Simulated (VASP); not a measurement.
# Ga3Se (R-3m) in VASP: notebook

Aim: see how the results for Ga3Se move with the level of theory and the settings. Levels: PBEsol, PBE. Tasks: single point.

All numbers are computed with VASP 6.6.1; they aren't measurements. Logs are shortened: lines on timing, memory, paths and dates and some standing lists are left out, and cuts for length are marked.

**1. The cell of the first run**

The structure is trigonal, space group R-3m (No. 166). The conventional cell has a = 3.730 Å, b = 3.730 Å, c = 20.820 Å, α = 90.00°, β = 90.00°, γ = 120.00°. Within 3.8 Å of Ga (site symmetry 3m) lie 3 Se at 2.75 Å and 9 Ga at 2.79 to 3.73 Å. Within 3.8 Å of Ga (site symmetry -3m) lie 12 Ga at 2.79 to 3.73 Å. Se (site symmetry -3m) has 6 Ga at 2.75 Å and 6 Se at 3.73 Å within 3.8 Å.

**2. Single point, PBEsol**

Input file INCAR:

```
PREC = Accurate ; ENCUT = 500
EDIFF = 1E-6 ; ISMEAR = 0
SIGMA = 0.1 ; LREAL = F
LASPH = T ; NELM = 120
ALGO = Normal ; ISIF = 2
LWAVE = F ; LCHARG = T
GGA = PS ; LELF = T
LVHAR = T ; NBANDS = 30
GGA_COMPAT = F
```

Input file KPOINTS:

```
Automatic mesh
0
Gamma
  12 12 12
```

Input file POSCAR:

```
Ga3Se
1.0
    1.8650552603      1.0767901566      6.9399887431
   -1.8650552603      1.0767901566      6.9399887431
    0.0000000000     -2.1535803132      6.9399887431
Ga Se
3 1
Direct
    0.7515520680      0.7515520680      0.7515520680
    0.2484479320      0.2484479320      0.2484479320
    0.0000000000      0.0000000000      0.0000000000
    0.5000000000      0.5000000000      0.5000000000
```

Potentials or basis: VASP PAW PBE potentials, release 64 (Ga_d, Se).

Started as:

```bash
$ cat potpaw_PBE.64/Ga_d/POTCAR potpaw_PBE.64/Se/POTCAR > POTCAR
$ mpirun -np 1 vasp_std > vasp.out
```

OUTCAR:

```text
PREC = Accurate
   ENCUT = 500
   EDIFF = 1E-6
   ISMEAR = 0
   LREAL = F
   LASPH = T
   NELM = 120
   ISIF = 2
   GGA = PS

 ion  position               nearest neighbor table
   1  0.752  0.752  0.752-   4 2.75   4 2.75   4 2.75   3 2.79   3 2.79   3 2.79
   2  0.248  0.248  0.248-   4 2.75   4 2.75   4 2.75   3 2.79   3 2.79   3 2.79
   3  0.000  0.000  0.000-   1 2.79   1 2.79   2 2.79   2 2.79   1 2.79   2 2.79
   4  0.500  0.500  0.500-   2 2.75   2 2.75   1 2.75   1 2.75   2 2.75   1 2.75

  LATTYP: Found a trigonal (rhomboedric) cell.
 ALAT       =     7.2664538751
 COS(alpha) =     0.8682446188

  Lattice vectors:

 A1 = (   1.8650552603,   1.0767901566,   6.9399887431)
 A2 = (  -1.8650552603,   1.0767901566,   6.9399887431)
 A3 = (   0.0000000000,  -2.1535803132,   6.9399887431)

Analysis of symmetry for initial positions (statically):
=====================================================================
 Subroutine PRICEL returns:
 Original cell was already a primitive cell.

 Routine SETGRP: Setting up the symmetry group for a
 trigonal (rhombohedral) supercell.

 Subroutine GETGRP returns: Found 12 space group operations
 (whereof 12 operations were pure point group operations)
 out of a pool of 12 trial point group operations.

The static configuration has the point symmetry D_3d.

Analysis of symmetry for dynamics (positions and initial velocities):
=====================================================================
 Subroutine PRICEL returns:
 Original cell was already a primitive cell.

 Routine SETGRP: Setting up the symmetry group for a
 trigonal (rhombohedral) supercell.

 Subroutine GETGRP returns: Found 12 space group operations
 (whereof 12 operations were pure point group operations)
 out of a pool of 12 trial point group operations.

The dynamic configuration has the point symmetry D_3d.

 Subroutine INISYM returns: Found 12 space group operations
 (whereof 12 operations are pure point group operations),
 and found     1 'primitive' translations

----------------------------------------------------------------------------------------

                                     Primitive cell

  volume of cell :      83.6244

  direct lattice vectors                    reciprocal lattice vectors
     1.865055260  1.076790157  6.939988743     0.268088571  0.154781009  0.048030818
    -1.865055260  1.076790157  6.939988743    -0.268088571  0.154781009  0.048030818
     0.000000000 -2.153580313  6.939988743     0.000000000 -0.309562018  0.048030818

  length of vectors
     7.266453875  7.266453875  7.266453875     0.313266025  0.313266025  0.313266025

  position of ions in fractional coordinates (direct lattice)
     0.751552068  0.751552068  0.751552068
     0.248447932  0.248447932  0.248447932
     0.000000000  0.000000000  0.000000000
     0.500000000  0.500000000  0.500000000

  ion indices of the primitive-cell ions
   primitive index   ion index
                 1           1
                 2           2
                 3           3
                 4           4

----------------------------------------------------------------------------------------

 KPOINTS: Automatic mesh

Automatic generation of k-mesh.
 Grid dimensions read from file:
 generate k-points for:   12   12   12

 Generating k-lattice:

  Cartesian coordinates                     Fractional coordinates (reciprocal lattice)
     0.022340714  0.012898417  0.004002568     0.083333333  0.000000000  0.000000000
    -0.022340714  0.012898417  0.004002568     0.000000000  0.083333333  0.000000000
     0.000000000 -0.025796835  0.004002568     0.000000000  0.000000000  0.083333333

  Length of vectors
     0.026105502  0.026105502  0.026105502

  Shift w.r.t. Gamma in fractional coordinates (k-lattice)
     0.000000000  0.000000000  0.000000000

 Subroutine IBZKPT returns following result:
 ===========================================

 Found    189 irreducible k-points:

 Following reciprocal coordinates:
            Coordinates               Weight
  0.000000  0.000000  0.000000      1.000000
  0.083333 -0.000000  0.000000      6.000000
  0.166667  0.000000  0.000000      6.000000
  0.250000 -0.000000  0.000000      6.000000
  0.333333  0.000000  0.000000      6.000000
  0.416667 -0.000000 -0.000000      6.000000
[... 16 lines left out ...]
  0.500000  0.166667  0.000000     12.000000
 -0.416667  0.166667  0.000000     12.000000
 [... further k-points ...]
   k-points           NKPTS =    189   k-points in BZ     NKDIM =    189   number of bands    NBANDS=     30
   number of dos      NEDOS =    301   number of ions     NIONS =      4
   total plane-waves  NPLWV = 157464
   dimension x,y,z NGX =    54 NGY =   54 NGZ =   54
   dimension x,y,z NGXF=   108 NGYF=  108 NGZF=  108
   ions per type =               3   1
   NGX,Y,Z   is equivalent  to a cutoff of  12.35, 12.35, 12.35 a.u.
   NGXF,Y,Z  is equivalent  to a cutoff of  24.71, 24.71, 24.71 a.u.
 SYSTEM =  unknown system
   PREC   = accura    normal or accurate (medium, high low for compatibility)
   ISTART =      0    job   : 0-new  1-cont  2-samecut
   ICHARG =      2    charge: 1-file 2-atom 10-const
   ISPIN  =      1    spin polarized calculation?
   LNONCOLLINEAR =      F non collinear calculations
   LSORBIT =      F    spin-orbit coupling
   LASPH  =      T    aspherical Exc in radial PAW
   ENCUT  =  500.0 eV  36.75 Ry    6.06 a.u.  13.25 13.25 13.25*2*pi/ulx,y,z
   NELM   =    120;   NELMIN=  2; NELMDL= -5     # of ELM steps
   EDIFF  = 0.1E-05   stopping-criterion for ELM
   LREAL  =      F    real-space projection
   EDIFFG = 0.1E-04   stopping-criterion for IOM
   NSW    =      0    number of steps for IOM
   IBRION =     -1    ionic relax: 0-MD 1-quasi-New 2-CG
   NFREE  =      0    steps in history (QN), initial steepest desc. (CG)
   ISIF   =      2    stress and relaxation
   ISYM   =      2    0-nonsym 1-usesym 2-fastsym
   POTIM  = 0.5000    time-step for ionic-motion
   TEBEG  =    0.0;   TEEND  =   0.0 temperature during run
   PSTRESS=    0.0 pullay stress
   NELECT =      45.0000    total number of electrons
   NUPDOWN=      -1.0000    fix difference up-down
   EMIN   =  10.00;   EMAX   =-10.00  energy-range for DOS
   EFERMI =   0.00;   METHOD = LEGACY
   ISMEAR =     0;   SIGMA  =   0.10  broadening in eV -4-tet -1-fermi 0-gaus
   EFERMI_NEDOS =   21; number of points for ismear=-14 and -15
   IALGO  =     38    algorithm
   IMIX   =      4    mixing-type and parameters
     AMIX     =   0.40;   BMIX     =  1.00
     AMIX_MAG =   1.60;   BMIX_MAG =  1.00
  volume/ion in A,a.u.               =      20.91       141.08
  Fermi-wavevector in a.u.,A,eV,Ry     =   1.331582  2.516326 24.124652  1.773112
  Thomas-Fermi vector in A             =   2.460582
   LORBIT       =      0    0 simple, 1 ext, 2 COOP (PROOUT), +10 PAW based schemes
   GGA     = PS    functional components
   LHFCALC =     F    Hartree Fock is set to
   AEXX    =    0.0000 exact exchange contribution
   IVDW    =     0    specifies the selected vdW correction
   LEPSILON=     F    determine dielectric tensor
   LRPA    =     F    only Hartree local field effects (RPA)
 non-spin polarized calculation
 Gauss-broadening in eV      SIGMA  =   0.10
  energy-cutoff  :      500.00
  volume of cell :       83.62
 maximum number of plane-waves:      2139
 NGX is ok and might be reduce to    54
   NGX = 27   NGY = 27   NGZ = 27

 number of electron      44.9999999 magnetization

 Free energy of the ion-electron system (eV)
  ---------------------------------------------------
  ext. energy  EPLUGINS =         0.00000000
  ---------------------------------------------------
  free energy    TOTEN  =       -14.46577130 eV

  energy without entropy =      -14.45942963  energy(sigma->0) =      -14.46260046

 E-fermi :   4.6989     XC(G=0): -10.5204

 val. band max:        4.6902415584   @ k =  -0.3333   0.5000   0.3333
 cond. band min:       4.7050890853   @ k =  -0.4167  -0.4167   0.0833
 fundamental gap:      0.0148475269
 Fermi energy:         4.6989001565

 k-point     1 :       0.0000    0.0000    0.0000
  band No.  band energies     occupation
      1     -10.3515      2.00000
      2     -10.3515      2.00000
      3     -10.2592      2.00000
      4     -10.2463      2.00000
      5     -10.2463      2.00000
      6     -10.2247      2.00000
[... 22 lines left out ...]
     29      11.6965      0.00000
     30      12.2150      0.00000

 k-point     2 :       0.0833   -0.0000    0.0000
  band No.  band energies     occupation
      1     -10.3507      2.00000
      2     -10.3504      2.00000
      3     -10.2594      2.00000
      4     -10.2469      2.00000
      5     -10.2418      2.00000
      6     -10.2369      2.00000
[... 22 lines left out ...]
     29      11.4417      0.00000
     30      11.8679      0.00000

 k-point     3 :       0.1667    0.0000    0.0000
  band No.  band energies     occupation
      1     -10.3632      2.00000
      2     -10.3473      2.00000
      3     -10.2650      2.00000
      4     -10.2520      2.00000
      5     -10.2326      2.00000
      6     -10.2287      2.00000
[... 22 lines left out ...]
     29      11.0751      0.00000
     30      11.7349      0.00000

 k-point     4 :       0.2500   -0.0000    0.0000
  band No.  band energies     occupation
      1     -10.3879      2.00000
      2     -10.3436      2.00000
      3     -10.2658      2.00000
      4     -10.2490      2.00000
      5     -10.2131      2.00000
      6     -10.2090      2.00000
[... 616 lines left out ...]
     29      11.1847      0.00000
     30      12.3433      0.00000

 k-point    23 :       0.5000    0.1667    0.0000
  band No.  band energies     occupation
      1     -10.4159      2.00000
      2     -10.2859      2.00000
      3     -10.2732      2.00000
      4     -10.2531      2.00000
      5     -10.2321      2.00000
      6     -10.2066      2.00000
[... 22 lines left out ...]
     29      10.9624      0.00000
     30      12.3849      0.00000

 k-point    24 :      -0.4167    0.1667    0.0000
  band No.  band energies     occupation
      1     -10.4187      2.00000
      2     -10.2873      2.00000
      3     -10.2676      2.00000
      4     -10.2529      2.00000
      5     -10.2270      2.00000
      6     -10.1986      2.00000
[... 22 lines left out ...]
     29      10.9197      0.00000
     30      12.1952      0.00000

 [... further k-points ...]

------------------------ aborting loop because EDIFF is reached ----------------------------------------

  FORCE on cell =-STRESS in cart. coord.  units (eV):
  Direction    XX          YY          ZZ          XY          YZ          ZX
  --------------------------------------------------------------------------------------
  -------------------------------------------------------------------------------------
  Total       -1.6607557     -1.6607557     -1.7002313      0.0000000     -0.0000000      0.0000000
  in kB      -31.8187813    -31.8187813    -32.5751032      0.0000000     -0.0000000      0.0000000
  external PRESSURE =     -32.0708886 kB  Pullay stress =       0.0000000 kB

 VOLUME and BASIS-vectors are now :
 -----------------------------------------------------------------------------
  energy-cutoff  :      500.00
  volume of cell :       83.62
      direct lattice vectors                 reciprocal lattice vectors
     1.865055260  1.076790157  6.939988743     0.268088571  0.154781009  0.048030818
    -1.865055260  1.076790157  6.939988743    -0.268088571  0.154781009  0.048030818
     0.000000000 -2.153580313  6.939988743     0.000000000 -0.309562018  0.048030818

 POSITION                                       TOTAL-FORCE (eV/Angst)
 -----------------------------------------------------------------------------------
      0.00000      0.00000     15.64729         0.000000      0.000000      0.030514
      0.00000      0.00000      5.17268         0.000000     -0.000000     -0.030514
      0.00000      0.00000      0.00000         0.000000     -0.000000     -0.000000
      0.00000      0.00000     10.40998         0.000000     -0.000000      0.000000
 -----------------------------------------------------------------------------------
    total drift:                               -0.000000      0.000000     -0.000000

  FREE ENERGIE OF THE ION-ELECTRON SYSTEM (eV)
  ---------------------------------------------------
  free  energy   TOTEN  =       -14.4657712975 eV

  energy  without entropy=      -14.4594296259  energy(sigma->0) =      -14.46260046
```

Wall time 33 min (1 thread of Oxide Virtual Turin-like, shared host); peak memory 0.61 GiB.

What came out:

```yaml
Free_energy: -14.4658 eV
Pressure: -3.2 GPa
Largest_force: 0.031 eV/Å
Band_gap_on_the_k_mesh: zero (an odd number of electrons rules out a gap without spin polarisation)
```

Forces in eV/Å, atoms in the order of the input:
```
Ga   0.000  0.000  0.031
Ga   0.000  0.000 -0.031
Ga   0.000  0.000  0.000
Se   0.000  0.000  0.000
```

Stress tensor (GPa, compression positive):
```
-3.18  0.00  0.00
 0.00 -3.18  0.00
 0.00  0.00 -3.26
```

Caveat: the cell stands under tension; the PAW data sets were made with another functional, which shifts forces and pressure a little.

**3. Single point, PBE**

This run uses another cell than the first one, of 20.96 Å³/atom.

Input file INCAR:

```
PREC = Accurate
ENCUT = 500
EDIFF = 1E-6
ISMEAR = -1
SIGMA = 0.15
LREAL = False
LASPH = True
NELM = 120
ALGO = Normal
ISIF = 2
LWAVE = False
LCHARG = True
GGA = PE
LELF = True
LVHAR = True
NBANDS = 30
GGA_COMPAT = False
```

Input file KPOINTS:

```
regular mesh
0
Gamma
  12 12 12
```

Input file POSCAR:

```
Ga3Se
1.0
    1.8654728170      1.0770312331      6.9546320879
   -1.8654728170      1.0770312331      6.9546320879
    0.0000000000     -2.1540624662      6.9546320879
Ga Se
3 1
Direct
    0.7517279109      0.7517279109      0.7517279109
    0.2482720891      0.2482720891      0.2482720891
    0.0000000000      0.0000000000      0.0000000000
    0.5000000000      0.5000000000      0.5000000000
```

Potentials or basis: VASP PAW PBE potentials, release 64 (Ga_d, Se).

Started as:

```bash
$ cat potpaw_PBE.64/Ga_d/POTCAR potpaw_PBE.64/Se/POTCAR > POTCAR
$ mpirun -np 1 vasp_std > vasp.out
```

Wall time 42 min (1 thread of Oxide Virtual Turin-like, shared host); peak memory 0.61 GiB.

Results (log left out):

```
Free energy            : -12.8653 eV
Pressure               : 0.1 GPa
Largest force          : 0.005 eV/Å
Band gap on the k mesh : zero (an odd number of electrons rules out a gap without spin polarisation)
```

Forces in eV/Å, atoms in the order of the input:
```
Ga   0.000  0.000 -0.005
Ga   0.000  0.000  0.005
Ga   0.000  0.000  0.000
Se   0.000  0.000  0.000
```

Levels at points of the mesh, in eV from the Fermi level:
| k point | band 19 | band 20 | band 21 | band 22 | band 23 | band 24 | band 25 | band 26 | band 27 | band 28 |
| --- | --- | --- | --- | --- | --- | --- | --- | --- | --- | --- |
| (0.00, 0.00, 0.00) | -1.34 | -1.34 | -1.20 | -0.83 | 3.66 | 3.66 | 3.71 | 3.71 | 4.37 | 4.81 |
| (0.50, 0.00, 0.00) | -5.63 | -3.91 | -2.58 | -2.33 | -0.27 | 0.16 | 0.87 | 5.40 | 5.43 | 5.43 |
| (0.50, 0.50, 0.00) | -5.21 | -3.43 | -2.98 | -2.67 | 0.29 | 1.75 | 1.83 | 3.03 | 3.03 | 3.50 |
| (0.50, 0.50, 0.50) | -4.91 | -1.35 | -1.35 | 1.94 | 3.10 | 3.14 | 3.14 | 5.17 | 5.17 | 5.65 |
